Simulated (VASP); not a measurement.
TiO2: single point with PBE

The system is TiO2.

```
Ti O
1.0
     0.00000    2.28290    2.28290
     2.28290    0.00000    2.28290
     2.28290    2.28290    0.00000
Ti O
1 2
Direct
  0.00000 0.00000 0.00000
  0.25000 0.25000 0.25000
  0.75000 0.75000 0.75000
```

```
Program             : VASP 6.6.1
Task                : single point
Functional          : PBE
Potentials or basis : VASP PAW PBE potentials, release 64 (Ti_sv, O)
Cutoff              : 600 eV
k mesh              : 3 × 3 × 3
Occupations         : gaussian, width 0.01 eV
Spin                : no spin polarisation
```

```json
{
 "Pressure": "61.0 GPa",
 "Band gap on the k mesh": "2.23 eV, direct"
}
```

Levels at points of the mesh, in eV from the valence-band top:
| k point | band 9 | band 10 | band 11 | band 12 | band 13 | band 14 | band 15 | band 16 |
| --- | --- | --- | --- | --- | --- | --- | --- | --- |
| (0.00, 0.00, 0.00) | -6.13 | 0.00 | 0.00 | 0.00 | 2.23 | 2.23 | 7.55 | 7.55 |

Wall time 7.4 s on 1 thread of Intel Xeon 6975P-C, on a shared host, peak memory 0.15 GiB.

Caveat: the k points lie up to 0.79 Å⁻¹ apart.
